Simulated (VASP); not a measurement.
ZnS (Wurtzite-2H), 4 atoms in the cell. The typed cell holds 4 atoms: a = 3.811 Å, b = 3.811 Å, c = 6.234 Å, α = 90.00°, β = 90.00°, γ = 120.00°. 

```yaml
Program: VASP 6.6.1
Task: single point
Functional: r2SCAN
Potentials_or_basis: VASP PAW PBE potentials, release 64 (Zn, S)
Cutoff: 550 eV
k_mesh: 2 × 2 × 1
Occupations: gaussian, width 0.1 eV
Spin: no spin polarisation
Dipole_correction: no
Further_INCAR_settings: ALGO = Normal; EDIFF = 1e-06; NBANDS = 26
```

Potentials or basis: VASP PAW PBE potentials, release 64 (Zn, S).

The run is started by

```console
$ cat potpaw_PBE.64/Zn/POTCAR potpaw_PBE.64/S/POTCAR > POTCAR
$ cp INCAR.step1 INCAR
$ mpirun -np 1 vasp_std > vasp.out
$ cp INCAR.step2 INCAR
$ mpirun -np 1 vasp_std > vasp.out
```

Hardware: 1 thread of Intel(R) Xeon(R) Platinum 8488C (Sapphire Rapids), on a shared host.

How long does it take, and how much memory?

Run time: 34 s on 1 thread of Intel(R) Xeon(R) Platinum 8488C (Sapphire Rapids), on a shared host, peak memory 0.2 GiB. Counts: k points 4.
